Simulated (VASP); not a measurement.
# CdS: single point with PBEsol

The system is CdS.

```
CELL_PARAMETERS angstrom
4.05837 0.00000 0.00000
-2.02919 3.51465 0.00000
0.00000 2.34310 3.42230
ATOMIC_POSITIONS crystal
Cd 0.00000 0.00000 0.00000
S 0.75000 0.50000 0.75000
```

```json
{"Program": "VASP 6.6.1", "Task": "single point", "Functional": "PBEsol", "Potentials or basis": "VASP PAW PBE potentials, release 64 (Cd, S)", "Cutoff": "520 eV", "k mesh": "9 × 9 × 8", "Occupations": "gaussian, width 0.02 eV", "Spin": "no spin polarisation"}
```

* Pressure: 1.3 GPa
* Largest force: 0.241 eV/Å
* Band gap on the k mesh: 1.00 eV

Forces on the atoms (eV/Å):
```
Cd   0.000  0.000  0.241
S    0.000  0.000 -0.241
```

Stress tensor (GPa, compression positive):
```
 2.45  0.00  0.00
 0.00  2.45  0.00
 0.00  0.00 -1.07
```

Levels at points of the mesh, in eV from the valence-band top:
```csv
k point,band 6,band 7,band 8,band 9,band 10,band 11,band 12,band 13
"(0.00, 0.00, 0.00)",-7.32,-0.11,0.00,0.00,1.00,6.13,6.55,6.55
"(0.00, 0.00, 0.50)",-6.96,-4.60,-0.71,-0.71,3.01,7.02,7.02,7.17
```

Wall time 2.2 min on 1 thread of AMD EPYC 9R45 96-Core Processor (Zen 5), on a shared host, peak memory 0.34 GiB.

Caveat: the PAW data sets were made with another functional, which shifts forces and pressure a little.
